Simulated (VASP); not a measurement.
# B (Fm-3m) in VASP: a series of runs

B is run at these levels: revPBE; tasks: single point.

Program: VASP 6.6.1. These are calculated values, not measurements. Logs are shortened: lines on timing, memory, paths and dates and some standing lists are left out, and cuts for length are marked.

### Step 1. The cell of the first run

It takes space group Fm-3m (No. 225, cubic). Conventional cell: a = 2.878 Å, b = 2.878 Å, c = 2.878 Å, α = 90.00°, β = 90.00°, γ = 90.00°. B (site symmetry m-3m) has 12 B at 2.04 Å within 2.7 Å.

### Step 2. Single point, revPBE

File INCAR:

```
SYSTEM = B
PREC = Accurate
ENCUT = 520
EDIFF = 1E-7
ISMEAR = -1
SIGMA = 0.1
LREAL = .False.
LASPH = .True.
NELM = 100
ALGO = Normal
ISIF = 2
LWAVE = .False.
LCHARG = .True.
GGA = RE
LELF = .True.
LVHAR = .True.
NBANDS = 8
```

File KPOINTS:

```
regular mesh
0
Gamma
  21 21 21
  0 0 0
```

File POSCAR:

```
B
1.0
    0.0000000000      1.4392189901      1.4392189901
    1.4392189901      0.0000000000      1.4392189901
    1.4392189901      1.4392189901      0.0000000000
B
1
Direct
    0.0000000000      0.0000000000      0.0000000000
```

Potentials or basis: VASP PAW PBE potentials, release 64 (B).

Command:

```console
> cat potpaw_PBE.64/B/POTCAR > POTCAR
> mpirun -np 1 vasp_std > vasp.out
```

OUTCAR:

```text
SYSTEM = B
   PREC = Accurate
   ENCUT = 520
   EDIFF = 1E-7
   ISMEAR = -1
   LREAL = .False.
   LASPH = .True.
   NELM = 100
   ISIF = 2
   GGA = RE

 ion  position               nearest neighbor table
   1  0.000  0.000  0.000-

  LATTYP: Found a face centered cubic cell.
 ALAT       =     2.8784379802

  Lattice vectors:

 A1 = (   0.0000000000,   1.4392189901,   1.4392189901)
 A2 = (   1.4392189901,   0.0000000000,   1.4392189901)
 A3 = (   1.4392189901,   1.4392189901,   0.0000000000)

Analysis of symmetry for initial positions (statically):
=====================================================================
 Subroutine PRICEL returns:
 Original cell was already a primitive cell.

 Routine SETGRP: Setting up the symmetry group for a
 face centered cubic supercell.

 Subroutine GETGRP returns: Found 48 space group operations
 (whereof 48 operations were pure point group operations)
 out of a pool of 48 trial point group operations.

The static configuration has the point symmetry O_h .

Analysis of symmetry for dynamics (positions and initial velocities):
=====================================================================
 Subroutine PRICEL returns:
 Original cell was already a primitive cell.

 Routine SETGRP: Setting up the symmetry group for a
 face centered cubic supercell.

 Subroutine GETGRP returns: Found 48 space group operations
 (whereof 48 operations were pure point group operations)
 out of a pool of 48 trial point group operations.

The dynamic configuration has the point symmetry O_h .

 Subroutine INISYM returns: Found 48 space group operations
 (whereof 48 operations are pure point group operations),
 and found     1 'primitive' translations

----------------------------------------------------------------------------------------

                                     Primitive cell

  volume of cell :       5.9623

  direct lattice vectors                    reciprocal lattice vectors
     0.000000000  1.439218990  1.439218990    -0.347410647  0.347410647  0.347410647
     1.439218990  0.000000000  1.439218990     0.347410647 -0.347410647  0.347410647
     1.439218990  1.439218990  0.000000000     0.347410647  0.347410647 -0.347410647

  length of vectors
     2.035363015  2.035363015  2.035363015     0.601732891  0.601732891  0.601732891

  position of ions in fractional coordinates (direct lattice)
     0.000000000  0.000000000  0.000000000

  ion indices of the primitive-cell ions
   primitive index   ion index
                 1           1

----------------------------------------------------------------------------------------

 KPOINTS: regular mesh

Automatic generation of k-mesh.
 Grid dimensions read from file:
 generate k-points for:   21   21   21

 Generating k-lattice:

  Cartesian coordinates                     Fractional coordinates (reciprocal lattice)
    -0.016543364  0.016543364  0.016543364     0.047619048  0.000000000  0.000000000
     0.016543364 -0.016543364  0.016543364     0.000000000  0.047619048  0.000000000
     0.016543364  0.016543364 -0.016543364     0.000000000  0.000000000  0.047619048

  Length of vectors
     0.028653947  0.028653947  0.028653947

  Shift w.r.t. Gamma in fractional coordinates (k-lattice)
     0.000000000  0.000000000  0.000000000

 Subroutine IBZKPT returns following result:
 ===========================================

 Found    286 irreducible k-points:

 Following reciprocal coordinates:
            Coordinates               Weight
  0.000000  0.000000  0.000000      1.000000
  0.047619  0.000000  0.000000      8.000000
  0.095238  0.000000  0.000000      8.000000
  0.142857  0.000000  0.000000      8.000000
  0.190476  0.000000  0.000000      8.000000
  0.238095  0.000000  0.000000      8.000000
[... 16 lines left out ...]
 -0.428571  0.047619  0.000000     24.000000
 -0.380952  0.047619  0.000000     24.000000
 [... further k-points ...]
   k-points           NKPTS =    286   k-points in BZ     NKDIM =    286   number of bands    NBANDS=      8
   number of dos      NEDOS =    301   number of ions     NIONS =      1
   total plane-waves  NPLWV =   4096
   dimension x,y,z NGX =    16 NGY =   16 NGZ =   16
   dimension x,y,z NGXF=    32 NGYF=   32 NGZF=   32
   ions per type =               1
   NGX,Y,Z   is equivalent  to a cutoff of  13.07, 13.07, 13.07 a.u.
   NGXF,Y,Z  is equivalent  to a cutoff of  26.14, 26.14, 26.14 a.u.
 SYSTEM =  B
   PREC   = accura    normal or accurate (medium, high low for compatibility)
   ISTART =      0    job   : 0-new  1-cont  2-samecut
   ICHARG =      2    charge: 1-file 2-atom 10-const
   ISPIN  =      1    spin polarized calculation?
   LNONCOLLINEAR =      F non collinear calculations
   LSORBIT =      F    spin-orbit coupling
   LASPH  =      T    aspherical Exc in radial PAW
   ENCUT  =  520.0 eV  38.22 Ry    6.18 a.u.   3.78  3.78  3.78*2*pi/ulx,y,z
   NELM   =    100;   NELMIN=  2; NELMDL= -5     # of ELM steps
   EDIFF  = 0.1E-06   stopping-criterion for ELM
   LREAL  =      F    real-space projection
   EDIFFG = 0.1E-05   stopping-criterion for IOM
   NSW    =      0    number of steps for IOM
   IBRION =     -1    ionic relax: 0-MD 1-quasi-New 2-CG
   NFREE  =      0    steps in history (QN), initial steepest desc. (CG)
   ISIF   =      2    stress and relaxation
   ISYM   =      2    0-nonsym 1-usesym 2-fastsym
   POTIM  = 0.5000    time-step for ionic-motion
   TEBEG  =    0.0;   TEEND  =   0.0 temperature during run
   PSTRESS=    0.0 pullay stress
   NELECT =       3.0000    total number of electrons
   NUPDOWN=      -1.0000    fix difference up-down
   EMIN   =  10.00;   EMAX   =-10.00  energy-range for DOS
   EFERMI =   0.00;   METHOD = LEGACY
   ISMEAR =    -1;   SIGMA  =   0.10  broadening in eV -4-tet -1-fermi 0-gaus
   EFERMI_NEDOS =   21; number of points for ismear=-14 and -15
   IALGO  =     38    algorithm
   IMIX   =      4    mixing-type and parameters
     AMIX     =   0.40;   BMIX     =  1.00
     AMIX_MAG =   1.60;   BMIX_MAG =  1.00
  volume/ion in A,a.u.               =       5.96        40.24
  Fermi-wavevector in a.u.,A,eV,Ry     =   1.302102  2.460616 23.068268  1.695470
  Thomas-Fermi vector in A             =   2.433192
   LORBIT       =      0    0 simple, 1 ext, 2 COOP (PROOUT), +10 PAW based schemes
   GGA     = RE    functional components
   LHFCALC =     F    Hartree Fock is set to
   AEXX    =    0.0000 exact exchange contribution
   IVDW    =     0    specifies the selected vdW correction
   LEPSILON=     F    determine dielectric tensor
   LRPA    =     F    only Hartree local field effects (RPA)
 non-spin polarized calculation
  energy-cutoff  :      520.00
  volume of cell :        5.96
 maximum number of plane-waves:       169
   NGX =  7   NGY =  7   NGZ =  7

 number of electron       3.0000000 magnetization

 Free energy of the ion-electron system (eV)
  ---------------------------------------------------
  ext. energy  EPLUGINS =         0.00000000
  ---------------------------------------------------
  free energy    TOTEN  =        -5.12675342 eV

  energy without entropy =       -5.11971970  energy(sigma->0) =       -5.12323656

 E-fermi :  10.5195     XC(G=0): -12.9706

 val. band max:       10.5175365174   @ k =  -0.4762   0.4762   0.0476
 cond. band min:      10.5900948603   @ k =  -0.4286   0.3810   0.0952
 fundamental gap:      0.0725583429
 Fermi energy:        10.5195253496

 k-point     1 :       0.0000    0.0000    0.0000
  band No.  band energies     occupation
      1      -8.6052      2.00000
      2      26.4578      0.00000
      3      26.4578      0.00000
      4      26.4578      0.00000
      5      42.6679      0.00000
      6      42.6679      0.00000
      7      42.6679      0.00000
      8      46.4090      0.00000

 k-point     2 :       0.0476    0.0000    0.0000
  band No.  band energies     occupation
      1      -8.5063      2.00000
      2      25.9632      0.00000
      3      26.3546      0.00000
      4      26.3546      0.00000
      5      41.5196      0.00000
      6      42.8974      0.00000
      7      42.8974      0.00000
      8      48.2431      0.00000

 k-point     3 :       0.0952    0.0000    0.0000
  band No.  band energies     occupation
      1      -8.2099      2.00000
      2      24.5359      0.00000
      3      26.0704      0.00000
      4      26.0704      0.00000
      5      40.2119      0.00000
      6      43.4990      0.00000
      7      43.4990      0.00000
      8      50.8124      0.00000

 k-point     4 :       0.1429    0.0000    0.0000
  band No.  band energies     occupation
      1      -7.7162      2.00000
      2      22.3781      0.00000
      3      25.6673      0.00000
      4      25.6673      0.00000
      5      39.6086      0.00000
      6      44.1580      0.00000
      7      44.1580      0.00000
      8      49.3866      0.00000

 k-point     5 :       0.1905    0.0000    0.0000
  band No.  band energies     occupation
      1      -7.0260      2.00000
      2      19.7839      0.00000
      3      25.2141      0.00000
      4      25.2141      0.00000
      5      39.6281      0.00000
      6      44.2626      0.00000
      7      44.2626      0.00000
      8      47.6657      0.00000
[... 177 lines left out ...]
 k-point    22 :      -0.4762    0.0476    0.0000
  band No.  band energies     occupation
      1       0.6585      2.00000
      2       4.8960      2.00000
      3      23.1227      0.00000
      4      23.3388      0.00000
      5      37.6457      0.00000
      6      39.8479      0.00000
      7      44.1825      0.00000
      8      44.5072      0.00000

 k-point    23 :      -0.4286    0.0476    0.0000
  band No.  band energies     occupation
      1      -0.3298      2.00000
      2       6.1397      2.00000
      3      22.9828      0.00000
      4      23.5957      0.00000
      5      38.0080      0.00000
      6      39.8479      0.00000
      7      43.9427      0.00000
      8      44.6254      0.00000

 k-point    24 :      -0.3810    0.0476    0.0000
  band No.  band energies     occupation
      1      -1.8096      2.00000
      2       8.2539      2.00000
      3      22.9480      0.00000
      4      23.9300      0.00000
      5      38.6403      0.00000
      6      40.1641      0.00000
      7      43.2455      0.00000
      8      45.0554      0.00000

 [... further k-points ...]

------------------------ aborting loop because EDIFF is reached ----------------------------------------

  FORCE on cell =-STRESS in cart. coord.  units (eV):
  Direction    XX          YY          ZZ          XY          YZ          ZX
  --------------------------------------------------------------------------------------
  -------------------------------------------------------------------------------------
  Total       -0.0036690     -0.0036690     -0.0036690     -0.0000000      0.0000000      0.0000000
  in kB       -0.9859379     -0.9859379     -0.9859379     -0.0000000      0.0000000      0.0000000
  external PRESSURE =      -0.9859379 kB  Pullay stress =       0.0000000 kB

 VOLUME and BASIS-vectors are now :
 -----------------------------------------------------------------------------
  energy-cutoff  :      520.00
  volume of cell :        5.96
      direct lattice vectors                 reciprocal lattice vectors
     0.000000000  1.439218990  1.439218990    -0.347410647  0.347410647  0.347410647
     1.439218990  0.000000000  1.439218990     0.347410647 -0.347410647  0.347410647
     1.439218990  1.439218990  0.000000000     0.347410647  0.347410647 -0.347410647

 POSITION                                       TOTAL-FORCE (eV/Angst)
 -----------------------------------------------------------------------------------
      0.00000      0.00000      0.00000         0.000000      0.000000      0.000000
 -----------------------------------------------------------------------------------
    total drift:                                0.000000     -0.000000     -0.000000

  FREE ENERGIE OF THE ION-ELECTRON SYSTEM (eV)
  ---------------------------------------------------
  free  energy   TOTEN  =        -5.1267534190 eV

  energy  without entropy=       -5.1197196999  energy(sigma->0) =       -5.12323656
```

It took 4.9 s on 1 thread of Intel Xeon 6975P-C, shared host; peak memory 0.12 GiB.

What came out:

- Free energy: -5.1268 eV
- Pressure: -0.1 GPa

Levels at points of the mesh, in eV from the Fermi level:
```tsv
k point	band 1	band 2	band 3	band 4	band 5
(0.00, 0.00, 0.00)	-19.12	15.94	15.94	15.94	32.15
```

Caveat: the PAW data sets were made with another functional, which shifts forces and pressure a little.

[end of part 1 of 2]
